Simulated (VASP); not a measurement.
# GaAs (qscan) (F-43m) in VASP: phonons with r2SCAN

Aim: the phonons of GaAs (qscan) with r2SCAN.

Everything below comes from runs of VASP 6.6.1. Logs are shortened: lines on timing, memory, paths and dates and some standing lists are left out, and cuts for length are marked.

## (1) The cell of the first run

Symmetry: F-43m, No. 216, cubic system. The conventional cell has a = 5.666 Å, b = 5.666 Å, c = 5.666 Å, α = 90.00°, β = 90.00°, γ = 90.00°. Ga (site symmetry -43m) has 4 As at 2.45 Å within 3.2 Å. Within 3.2 Å of As (site symmetry -43m) lie 4 Ga at 2.45 Å.

## (2) Phonons, r2SCAN

INCAR

```
SYSTEM = GaAs
PREC = Accurate ; ENCUT = 520
EDIFF = 1E-8 ; ISMEAR = 0
SIGMA = 0.01 ; LREAL = .FALSE.
LASPH = .TRUE. ; NELM = 60
ALGO = Normal ; ISIF = 2
LWAVE = .FALSE. ; LCHARG = .FALSE.
METAGGA = R2SCAN ; LMIXTAU = .TRUE.
IBRION = 6 ; NFREE = 2
POTIM = 0.015 ; NSW = 1
```

KPOINTS

```
Automatic mesh
0
G
  8 8 8
  0 0 0
```

POSCAR

```
GaAs
1.0
    0.0000000000      2.8327793772      2.8327793772
    2.8327793772      0.0000000000      2.8327793772
    2.8327793772      2.8327793772      0.0000000000
Ga As
1 1
Direct
    0.0000000000      0.0000000000      0.0000000000
    0.7500000000      0.7500000000      0.7500000000
```

Potentials or basis: VASP PAW PBE potentials, release 64 (Ga_d, As).

Started as:

```console
$ cat potpaw_PBE.64/Ga_d/POTCAR potpaw_PBE.64/As/POTCAR > POTCAR
$ mpirun -np 1 vasp_std > vasp.out
```

OUTCAR:

```text
SYSTEM = GaAs
   PREC = Accurate
   ENCUT = 520
   EDIFF = 1E-8
   ISMEAR = 0
   LREAL = .FALSE.
   LASPH = .TRUE.
   NELM = 60
   ISIF = 2
   METAGGA = R2SCAN
   IBRION = 6
   NFREE = 2
   POTIM = 0.015
   NSW = 1

 ion  position               nearest neighbor table
   1  0.000  0.000  0.000-   2 2.45   2 2.45   2 2.45   2 2.45
   2  0.750  0.750  0.750-   1 2.45   1 2.45   1 2.45   1 2.45

  LATTYP: Found a face centered cubic cell.
 ALAT       =     5.6655587544

  Lattice vectors:

 A1 = (   0.0000000000,   2.8327793772,   2.8327793772)
 A2 = (   2.8327793772,   0.0000000000,   2.8327793772)
 A3 = (   2.8327793772,   2.8327793772,   0.0000000000)

Analysis of symmetry for initial positions (statically):
=====================================================================
 Subroutine PRICEL returns:
 Original cell was already a primitive cell.

 Routine SETGRP: Setting up the symmetry group for a
 face centered cubic supercell.

 Subroutine GETGRP returns: Found 24 space group operations
 (whereof 24 operations were pure point group operations)
 out of a pool of 48 trial point group operations.

The static configuration has the point symmetry T_d .

Analysis of symmetry for dynamics (positions and initial velocities):
=====================================================================
 Subroutine PRICEL returns:
 Original cell was already a primitive cell.

 Routine SETGRP: Setting up the symmetry group for a
 face centered cubic supercell.

 Subroutine GETGRP returns: Found 24 space group operations
 (whereof 24 operations were pure point group operations)
 out of a pool of 48 trial point group operations.

The dynamic configuration has the point symmetry T_d .

 Subroutine INISYM returns: Found 24 space group operations
 (whereof 24 operations are pure point group operations),
 and found     1 'primitive' translations

----------------------------------------------------------------------------------------

                                     Primitive cell

  volume of cell :      45.4641

  direct lattice vectors                    reciprocal lattice vectors
     0.000000000  2.832779377  2.832779377    -0.176505097  0.176505097  0.176505097
     2.832779377  0.000000000  2.832779377     0.176505097 -0.176505097  0.176505097
     2.832779377  2.832779377  0.000000000     0.176505097  0.176505097 -0.176505097

  length of vectors
     4.006155014  4.006155014  4.006155014     0.305715797  0.305715797  0.305715797

  position of ions in fractional coordinates (direct lattice)
     0.000000000  0.000000000  0.000000000
     0.750000000  0.750000000  0.750000000

  ion indices of the primitive-cell ions
   primitive index   ion index
                 1           1
                 2           2

----------------------------------------------------------------------------------------

 KPOINTS: Automatic mesh

Automatic generation of k-mesh.
 Grid dimensions read from file:
 generate k-points for:    8    8    8

 Generating k-lattice:

  Cartesian coordinates                     Fractional coordinates (reciprocal lattice)
    -0.022063137  0.022063137  0.022063137     0.125000000  0.000000000  0.000000000
     0.022063137 -0.022063137  0.022063137     0.000000000  0.125000000  0.000000000
     0.022063137  0.022063137 -0.022063137     0.000000000  0.000000000  0.125000000

  Length of vectors
     0.038214475  0.038214475  0.038214475

[... 62 lines left out ...]
   TEBEG  =    0.0;   TEEND  =   0.0 temperature during run
   PSTRESS=    0.0 pullay stress
   NELECT =      18.0000    total number of electrons
   NUPDOWN=      -1.0000    fix difference up-down
   EMIN   =  10.00;   EMAX   =-10.00  energy-range for DOS
   EFERMI =   0.00;   METHOD = LEGACY
   ISMEAR =     0;   SIGMA  =   0.01  broadening in eV -4-tet -1-fermi 0-gaus
   EFERMI_NEDOS =   21; number of points for ismear=-14 and -15
   IALGO  =     38    algorithm
   IMIX   =      4    mixing-type and parameters
     AMIX     =   0.40;   BMIX     =  1.00
     AMIX_MAG =   1.60;   BMIX_MAG =  1.00
  volume/ion in A,a.u.               =      22.73       153.40
  Fermi-wavevector in a.u.,A,eV,Ry     =   1.202106  2.271652 19.661233  1.445060
  Thomas-Fermi vector in A             =   2.337897
   LORBIT       =      0    0 simple, 1 ext, 2 COOP (PROOUT), +10 PAW based schemes
   METAGGA = R2SCAN    functional components
   LHFCALC =     F    Hartree Fock is set to
   AEXX    =    0.0000 exact exchange contribution
   IVDW    =     0    specifies the selected vdW correction
   LEPSILON=     F    determine dielectric tensor
   LRPA    =     F    only Hartree local field effects (RPA)
 finite differences with symmetry
 non-spin polarized calculation
 Gauss-broadening in eV      SIGMA  =   0.01
  energy-cutoff  :      520.00
  volume of cell :       45.46
 maximum number of plane-waves:      1243
 NGX is ok and might be reduce to    30
   NGX = 15   NGY = 15   NGZ = 15

--------------------------------------- Ionic step        1  -------------------------------------------

 number of electron      17.9999991 magnetization

 Free energy of the ion-electron system (eV)
  ---------------------------------------------------
  ext. energy  EPLUGINS =         0.00000000
  ---------------------------------------------------
  free energy    TOTEN  =       -27.05324111 eV

  energy without entropy =      -27.05324111  energy(sigma->0) =      -27.05324111

------------------------ aborting loop because EDIFF is reached ----------------------------------------

  FORCE on cell =-STRESS in cart. coord.  units (eV):
  Direction    XX          YY          ZZ          XY          YZ          ZX
  --------------------------------------------------------------------------------------
  -------------------------------------------------------------------------------------
  Total        0.0397069      0.0397069      0.0397069      0.0000000      0.0000000      0.0000000
  in kB        1.3992912      1.3992912      1.3992912      0.0000000      0.0000000      0.0000000
  external PRESSURE =       1.3992912 kB  Pullay stress =       0.0000000 kB
[... 131 lines left out ...]
--------------------------------------- Ionic step        5  -------------------------------------------

 number of electron      17.9999991 magnetization

 Free energy of the ion-electron system (eV)
  ---------------------------------------------------
  ext. energy  EPLUGINS =         0.00000000
  ---------------------------------------------------
  free energy    TOTEN  =       -27.05217577 eV

  energy without entropy =      -27.05217577  energy(sigma->0) =      -27.05217577

 E-fermi :   3.7753     XC(G=0): -10.2252

 val. band max:        3.6670334213   @ k =   0.0000   0.0000   0.0000
 cond. band min:       4.5659767141   @ k =   0.0000   0.0000   0.0000
 fundamental gap:      0.8989432928
 Fermi energy:         3.7753448435

 k-point     1 :       0.0000    0.0000    0.0000
  band No.  band energies     occupation
      1     -11.6069      2.00000
      2     -11.6055      2.00000
      3     -11.6035      2.00000
      4     -11.5174      2.00000
      5     -11.5174      2.00000
      6      -9.5437      2.00000
      7       3.5724      2.00000
      8       3.6208      2.00000
      9       3.6670      2.00000
     10       4.5660      0.00000
     11       7.6279      0.00000
     12       7.6587      0.00000
     13       7.6917      0.00000
[... 354 lines left out ...]
  band No.  band energies     occupation
      1     -11.7006      2.00000
      2     -11.5787      2.00000
      3     -11.5715      2.00000
      4     -11.5218      2.00000
      5     -11.5137      2.00000
      6      -7.3660      2.00000
      7      -2.9700      2.00000
      8       0.3486      2.00000
      9       1.6181      2.00000
     10       6.9767      0.00000
     11       8.1249      0.00000
     12      10.4010      0.00000
     13      11.8097      0.00000

 [... further k-points ...]

------------------------ aborting loop because EDIFF is reached ----------------------------------------

  FORCE on cell =-STRESS in cart. coord.  units (eV):
  Direction    XX          YY          ZZ          XY          YZ          ZX
  --------------------------------------------------------------------------------------
  -------------------------------------------------------------------------------------
  Total        0.0405595      0.0427815      0.0427815      0.0000000     -0.1056606      0.0000000
  in kB        1.4293373      1.5076431      1.5076431      0.0000000     -3.7235362      0.0000000
  external PRESSURE =       1.4815412 kB  Pullay stress =       0.0000000 kB
[... 17 lines left out ...]
  FREE ENERGIE OF THE ION-ELECTRON SYSTEM (eV)
  ---------------------------------------------------
  free  energy   TOTEN  =       -27.0521757714 eV

  energy  without entropy=      -27.0521757714  energy(sigma->0) =      -27.05217577

 INTERNAL STRAIN TENSORS FROM DISPLACED ATOMS
 ============================================

 INTERNAL STRAIN TENSOR FOR ION    1 for displacements in x,y,z  (eV/Angst):
          X           Y           Z          XY          YZ          ZX
  --------------------------------------------------------------------------------
  x    -0.00000    -0.00000    -0.00000     0.00000    -6.71743     0.00000
  y    -0.00000     0.00000    -0.00000     0.00000     0.00000    -6.71743
  z    -0.00000    -0.00000    -0.00000    -6.71743     0.00000     0.00000

 INTERNAL STRAIN TENSOR FOR ION    2 for displacements in x,y,z  (eV/Angst):
          X           Y           Z          XY          YZ          ZX
  --------------------------------------------------------------------------------
  x    -0.00000    -0.00000    -0.00000     0.00000     7.01168     0.00000
  y    -0.00000    -0.00000    -0.00000     0.00000     0.00000     7.01168
  z    -0.00000    -0.00000    -0.00000     7.01168     0.00000     0.00000

 Eigenvectors and eigenvalues of the dynamical matrix
 ----------------------------------------------------

   1 f  =    8.008621 THz    50.319649 2PiTHz  267.138837 cm-1    33.120980 meV
             X         Y         Z           dx          dy          dz
      0.000000  0.000000  0.000000     0.000000    0.000000    0.720435
      4.249169  4.249169  4.249169     0.000000   -0.000000   -0.693523
[... 21 lines left out ...]
   6 f/i=    0.008454 THz     0.053119 2PiTHz    0.281999 cm-1     0.034963 meV
             X         Y         Z           dx          dy          dz
      0.000000  0.000000  0.000000    -0.491566   -0.489063   -0.012408
      4.249169  4.249169  4.249169    -0.510641   -0.508041   -0.012890

 ELASTIC MODULI CONTR FROM IONIC RELAXATION (kBar)
 Direction    XX          YY          ZZ          XY          YZ          ZX
 --------------------------------------------------------------------------------
 XX          -0.0000     -0.0000     -0.0000     -0.0000     -0.0000     -0.0000
 YY          -0.0000     -0.0000     -0.0000     -0.0000     -0.0000      0.0000
 ZZ          -0.0000     -0.0000     -0.0000     -0.0000     -0.0000     -0.0000
 XY          -0.0000     -0.0000     -0.0000   -175.2200     -0.0000      0.0000
 YZ          -0.0000     -0.0000     -0.0000     -0.0000   -175.2200     -0.0000
 ZX          -0.0000      0.0000     -0.0000      0.0000     -0.0000   -175.2200
 --------------------------------------------------------------------------------
```

It took 6.8 min on 1 thread of Intel Xeon 6975P-C (Granite Rapids), shared host; peak memory 0.25 GiB.

What came out:

- Highest phonon frequency at Γ, LO-TO splitting left out: 267 cm⁻¹

Phonon frequencies in cm⁻¹ (negative: imaginary):
| q point | frequencies |
| --- | --- |
| (0.000, 0.000, 0.000) | 0 0 0 267 267 267 |

Caveat: the PAW data sets were made with another functional, which shifts forces and pressure a little.
